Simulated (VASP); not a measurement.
# NaCl (R-3m) in VASP: single point with PBE

Aim: the single point of NaCl with PBE.

Everything below comes from runs of VASP 6.6.1. Logs are shortened: lines on timing, memory, paths and dates and some standing lists are left out, and cuts for length are marked.

## 1. The cell of the first run

Symmetry: R-3m, No. 166, trigonal system. Conventional cell: a = 3.148 Å, b = 3.148 Å, c = 15.038 Å, α = 90.00°, β = 90.00°, γ = 120.00°. Na (site symmetry -3m) has 6 Cl at 3.10 Å and 6 Na at 3.15 Å within 4.1 Å. Cl (site symmetry -3m) has 6 Na at 3.10 Å and 6 Cl at 3.15 Å within 4.1 Å.

## 2. Single point, PBE

The input, INCAR:

```
PREC = Accurate ; ENCUT = 520
EDIFF = 1E-7 ; ISMEAR = 0
SIGMA = 0.1 ; LREAL = F
LASPH = T ; NELM = 100
ALGO = Normal ; ISIF = 2
LWAVE = F ; LCHARG = F
GGA = PE ; NBANDS = 14
```

The input, KPOINTS:

```
Automatic mesh
0
Gamma
  6 6 6
```

The input, POSCAR:

```
NaCl
1.0
    1.5737742290      0.9086189748      5.0127623592
   -1.5737742290      0.9086189748      5.0127623592
    0.0000000000     -1.8172379496      5.0127623592
Na Cl
1 1
Direct
    0.0000000000      0.0000000000      0.0000000000
    0.5000000000      0.5000000000      0.5000000000
```

Potentials or basis: VASP PAW PBE potentials, release 64 (Na_pv, Cl).

Run with:

```sh
$ cat potpaw_PBE.64/Na_pv/POTCAR potpaw_PBE.64/Cl/POTCAR > POTCAR
$ mpirun -np 1 vasp_std > vasp.out
```

OUTCAR:

```text
PREC = Accurate
   ENCUT = 520
   EDIFF = 1E-7
   ISMEAR = 0
   LREAL = F
   LASPH = T
   NELM = 100
   ISIF = 2
   GGA = PE

 ion  position               nearest neighbor table
   1  0.000  0.000  0.000-
   2  0.500  0.500  0.500-

  LATTYP: Found a trigonal (rhomboedric) cell.
 ALAT       =     5.3319921451
 COS(alpha) =     0.8257648184

  Lattice vectors:

 A1 = (   1.5737742290,   0.9086189748,   5.0127623592)
 A2 = (  -1.5737742290,   0.9086189748,   5.0127623592)
 A3 = (   0.0000000000,  -1.8172379496,   5.0127623592)

Analysis of symmetry for initial positions (statically):
=====================================================================
 Subroutine PRICEL returns:
 Original cell was already a primitive cell.

 Routine SETGRP: Setting up the symmetry group for a
 trigonal (rhombohedral) supercell.

 Subroutine GETGRP returns: Found 12 space group operations
 (whereof 12 operations were pure point group operations)
 out of a pool of 12 trial point group operations.

The static configuration has the point symmetry D_3d.

Analysis of symmetry for dynamics (positions and initial velocities):
=====================================================================
 Subroutine PRICEL returns:
 Original cell was already a primitive cell.

 Routine SETGRP: Setting up the symmetry group for a
 trigonal (rhombohedral) supercell.

 Subroutine GETGRP returns: Found 12 space group operations
 (whereof 12 operations were pure point group operations)
 out of a pool of 12 trial point group operations.

The dynamic configuration has the point symmetry D_3d.

 Subroutine INISYM returns: Found 12 space group operations
 (whereof 12 operations are pure point group operations),
 and found     1 'primitive' translations

----------------------------------------------------------------------------------------

                                     Primitive cell

  volume of cell :      43.0083

  direct lattice vectors                    reciprocal lattice vectors
     1.573774229  0.908618975  5.012762359     0.317707579  0.183428556  0.066496935
    -1.573774229  0.908618975  5.012762359    -0.317707579  0.183428556  0.066496935
     0.000000000 -1.817237950  5.012762359     0.000000000 -0.366857112  0.066496935

  length of vectors
     5.331992145  5.331992145  5.331992145     0.372835062  0.372835062  0.372835062

  position of ions in fractional coordinates (direct lattice)
     0.000000000  0.000000000  0.000000000
     0.500000000  0.500000000  0.500000000

  ion indices of the primitive-cell ions
   primitive index   ion index
                 1           1
                 2           2

----------------------------------------------------------------------------------------

 KPOINTS: Automatic mesh

Automatic generation of k-mesh.
 Grid dimensions read from file:
 generate k-points for:    6    6    6

 Generating k-lattice:

  Cartesian coordinates                     Fractional coordinates (reciprocal lattice)
     0.052951263  0.030571426  0.011082823     0.166666667  0.000000000 -0.000000000
    -0.052951263  0.030571426  0.011082823     0.000000000  0.166666667 -0.000000000
     0.000000000 -0.061142852  0.011082823    -0.000000000 -0.000000000  0.166666667

  Length of vectors
     0.062139177  0.062139177  0.062139177

  Shift w.r.t. Gamma in fractional coordinates (k-lattice)
     0.000000000  0.000000000  0.000000000

 Subroutine IBZKPT returns following result:
 ===========================================

 Found     32 irreducible k-points:

 Following reciprocal coordinates:
            Coordinates               Weight
  0.000000  0.000000  0.000000      1.000000
  0.166667 -0.000000  0.000000      6.000000
  0.333333 -0.000000 -0.000000      6.000000
  0.500000 -0.000000  0.000000      3.000000
  0.166667  0.166667  0.000000      6.000000
  0.333333  0.166667  0.000000     12.000000
[... 16 lines left out ...]
  0.500000  0.500000  0.166667      6.000000
 -0.333333  0.500000  0.166667     12.000000
 [... further k-points ...]
   k-points           NKPTS =     32   k-points in BZ     NKDIM =     32   number of bands    NBANDS=     14
   number of dos      NEDOS =    301   number of ions     NIONS =      2
   total plane-waves  NPLWV =  64000
   dimension x,y,z NGX =    40 NGY =   40 NGZ =   40
   dimension x,y,z NGXF=    80 NGYF=   80 NGZF=   80
   ions per type =               1   1
   NGX,Y,Z   is equivalent  to a cutoff of  12.47, 12.47, 12.47 a.u.
   NGXF,Y,Z  is equivalent  to a cutoff of  24.94, 24.94, 24.94 a.u.
 SYSTEM =  unknown system
   PREC   = accura    normal or accurate (medium, high low for compatibility)
   ISTART =      0    job   : 0-new  1-cont  2-samecut
   ICHARG =      2    charge: 1-file 2-atom 10-const
   ISPIN  =      1    spin polarized calculation?
   LNONCOLLINEAR =      F non collinear calculations
   LSORBIT =      F    spin-orbit coupling
   LASPH  =      T    aspherical Exc in radial PAW
   ENCUT  =  520.0 eV  38.22 Ry    6.18 a.u.   9.91  9.91  9.91*2*pi/ulx,y,z
   NELM   =    100;   NELMIN=  2; NELMDL= -5     # of ELM steps
   EDIFF  = 0.1E-06   stopping-criterion for ELM
   LREAL  =      F    real-space projection
   EDIFFG = 0.1E-05   stopping-criterion for IOM
   NSW    =      0    number of steps for IOM
   IBRION =     -1    ionic relax: 0-MD 1-quasi-New 2-CG
   NFREE  =      0    steps in history (QN), initial steepest desc. (CG)
   ISIF   =      2    stress and relaxation
   ISYM   =      2    0-nonsym 1-usesym 2-fastsym
   POTIM  = 0.5000    time-step for ionic-motion
   TEBEG  =    0.0;   TEEND  =   0.0 temperature during run
   PSTRESS=    0.0 pullay stress
   NELECT =      14.0000    total number of electrons
   NUPDOWN=      -1.0000    fix difference up-down
   EMIN   =  10.00;   EMAX   =-10.00  energy-range for DOS
   EFERMI =   0.00;   METHOD = LEGACY
   ISMEAR =     0;   SIGMA  =   0.10  broadening in eV -4-tet -1-fermi 0-gaus
   EFERMI_NEDOS =   21; number of points for ismear=-14 and -15
   IALGO  =     38    algorithm
   IMIX   =      4    mixing-type and parameters
     AMIX     =   0.40;   BMIX     =  1.00
     AMIX_MAG =   1.60;   BMIX_MAG =  1.00
  volume/ion in A,a.u.               =      21.50       145.12
  Fermi-wavevector in a.u.,A,eV,Ry     =   1.126160  2.128133 17.255393  1.268236
  Thomas-Fermi vector in A             =   2.262840
   LORBIT       =      0    0 simple, 1 ext, 2 COOP (PROOUT), +10 PAW based schemes
   GGA     = PE    functional components
   LHFCALC =     F    Hartree Fock is set to
   AEXX    =    0.0000 exact exchange contribution
   IVDW    =     0    specifies the selected vdW correction
   LEPSILON=     F    determine dielectric tensor
   LRPA    =     F    only Hartree local field effects (RPA)
 non-spin polarized calculation
 Gauss-broadening in eV      SIGMA  =   0.10
  energy-cutoff  :      520.00
  volume of cell :       43.01
 maximum number of plane-waves:      1168
   NGX = 19   NGY = 19   NGZ = 19

 number of electron      13.9999994 magnetization

 Free energy of the ion-electron system (eV)
  ---------------------------------------------------
  ext. energy  EPLUGINS =         0.00000000
  ---------------------------------------------------
  free energy    TOTEN  =        -4.77038111 eV

  energy without entropy =       -4.76561568  energy(sigma->0) =       -4.76799839

 E-fermi :   2.6150     XC(G=0):  -8.4927

 val. band max:        2.6144835577   @ k =   0.1667   0.1667   0.1667
 cond. band min:       2.6172585602   @ k =   0.0000   0.0000   0.0000
 fundamental gap:      0.0027750025
 Fermi energy:         2.6150307278

 k-point     1 :       0.0000    0.0000    0.0000
  band No.  band energies     occupation
      1     -22.7140      2.00000
      2     -22.7140      2.00000
      3     -22.5960      2.00000
      4     -12.3950      2.00000
      5      -1.4263      2.00000
      6       1.7396      2.00000
      7       2.6173      0.97487
      8       2.6173      0.97487
      9      11.5485      0.00000
     10      11.6211      0.00000
     11      15.4235      0.00000
     12      15.4235      0.00000
     13      16.4179      0.00000
     14      16.4179      0.00000

 k-point     2 :       0.1667   -0.0000    0.0000
  band No.  band energies     occupation
      1     -22.7489      2.00000
      2     -22.7218      2.00000
      3     -22.5906      2.00000
      4     -12.1460      2.00000
      5      -1.1955      2.00000
      6       1.1218      2.00000
      7       2.3500      1.99982
      8       2.6227      0.91377
      9      10.7634      0.00000
     10      12.6201      0.00000
     11      13.6916      0.00000
     12      14.8476      0.00000
     13      15.3551      0.00000
     14      16.6748      0.00000

 k-point     3 :       0.3333   -0.0000   -0.0000
  band No.  band energies     occupation
      1     -22.8178      2.00000
      2     -22.7374      2.00000
      3     -22.5796      2.00000
      4     -11.5767      2.00000
      5      -0.8623      2.00000
      6      -0.5894      2.00000
      7       1.8765      2.00000
      8       4.1958      0.00000
      9       8.9138      0.00000
     10      11.0718      0.00000
     11      12.3162      0.00000
     12      14.3148      0.00000
     13      14.6390      0.00000
     14      15.6829      0.00000
[... 324 lines left out ...]
 k-point    23 :       0.5000    0.5000    0.1667
  band No.  band energies     occupation
      1     -22.8175      2.00000
      2     -22.7374      2.00000
      3     -22.5804      2.00000
      4     -11.5653      2.00000
      5      -1.0308      2.00000
      6      -0.7422      2.00000
      7       1.8705      2.00000
      8       5.3595      0.00000
      9       9.1652      0.00000
     10       9.8991      0.00000
     11      11.5512      0.00000
     12      13.8267      0.00000
     13      15.6800      0.00000
     14      16.5757      0.00000

 k-point    24 :      -0.3333    0.5000    0.1667
  band No.  band energies     occupation
      1     -22.8336      2.00000
      2     -22.7633      2.00000
      3     -22.5745      2.00000
      4     -11.2504      2.00000
      5      -1.2303      2.00000
      6      -0.4469      2.00000
      7       0.8270      2.00000
      8       6.1132      0.00000
      9       8.2050      0.00000
     10      10.6334      0.00000
     11      11.2162      0.00000
     12      13.1367      0.00000
     13      13.4759      0.00000
     14      15.4773      0.00000

 [... further k-points ...]
[... 5 lines left out ...]
  --------------------------------------------------------------------------------------
  -------------------------------------------------------------------------------------
  Total        4.2943080      4.2943080     -5.8396596      0.0000000     -0.0000000      0.0000000
  in kB      159.9746507    159.9746507   -217.5432002      0.0000000     -0.0000000      0.0000000
  external PRESSURE =      34.1353671 kB  Pullay stress =       0.0000000 kB

 VOLUME and BASIS-vectors are now :
 -----------------------------------------------------------------------------
  energy-cutoff  :      520.00
  volume of cell :       43.01
      direct lattice vectors                 reciprocal lattice vectors
     1.573774229  0.908618975  5.012762359     0.317707579  0.183428556  0.066496935
    -1.573774229  0.908618975  5.012762359    -0.317707579  0.183428556  0.066496935
     0.000000000 -1.817237950  5.012762359     0.000000000 -0.366857112  0.066496935

 POSITION                                       TOTAL-FORCE (eV/Angst)
 -----------------------------------------------------------------------------------
      0.00000      0.00000      0.00000         0.000000     -0.000000     -0.000000
      0.00000      0.00000      7.51914        -0.000000      0.000000      0.000000
 -----------------------------------------------------------------------------------
    total drift:                               -0.000000     -0.000000     -0.000000

  FREE ENERGIE OF THE ION-ELECTRON SYSTEM (eV)
  ---------------------------------------------------
  free  energy   TOTEN  =        -4.7703811091 eV

  energy  without entropy=       -4.7656156808  energy(sigma->0) =       -4.76799839
```

Wall time 84 s (1 thread of Intel Xeon 8259CL, shared host); peak memory 0.22 GiB.

Results:

```
Free energy            : -4.7704 eV
Pressure               : 3.4 GPa
Band gap on the k mesh : zero (filled and empty bands overlap)
```

Caveat: the k points lie up to 0.39 Å⁻¹ apart; semilocal functionals underestimate gaps, and a narrow one can read as zero.
